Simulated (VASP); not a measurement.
Wanted: the native input for a VASP 6.6.1 run.

| Property | Result |
| --- | --- |
| Task | single point |
| Functional | PBE |
| Dispersion | D3(BJ) |
| Potentials or basis | VASP PAW PBE potentials, release 64 (P) |
| Cutoff | 520 eV |
| k mesh | 14 × 14 × 10 |
| Occupations | gaussian, width 0.1 eV |
| Spin | no spin polarisation |
| Dipole correction | no |
| Further INCAR settings | ALGO = Normal; EDIFF = 1e-06; NBANDS = 18 |

The structure of P lies in POSCAR:

```
P
1.0
    1.6612621475     -5.0957603848      0.0000000000
    1.6612621475      5.0957603848      0.0000000000
    0.0000000000      0.0000000000      4.1668621241
P
4
Direct
    0.1063803423      0.8936196577      0.9280971978
    0.6063803423      0.3936196577      0.5719028022
    0.8936196577      0.1063803423      0.0719028022
    0.3936196577      0.6063803423      0.4280971978
```

The input as run:

INCAR

```
SYSTEM = P
PREC = Accurate
ENCUT = 520
EDIFF = 1E-6
ISMEAR = 0
SIGMA = 0.1
LREAL = .False.
LASPH = .True.
NELM = 60
ALGO = Normal
ISIF = 2
LWAVE = .False.
LCHARG = .False.
GGA = PE
IVDW = 12
NBANDS = 18
```

KPOINTS

```
regular mesh
0
Gamma
  14 14 10
  0 0 0
```

Potentials or basis: VASP PAW PBE potentials, release 64 (P).

Command:

```bash
$ cat potpaw_PBE.64/P/POTCAR > POTCAR
$ mpirun -np 1 vasp_std > vasp.out
```

Results of the run:

| Property | Result |
| --- | --- |
| Pressure | -0.4 GPa |
| Largest force | 0.062 eV/Å |
| Band gap on the k mesh | zero (bands 10 and 11 overlap by 0.26 eV) |
| Dispersion energy per atom | -0.398 eV |

It took 3.6 min on 1 thread of Intel(R) Xeon(R) 6975P-C (Granite Rapids), on a shared host, peak memory 0.42 GiB.
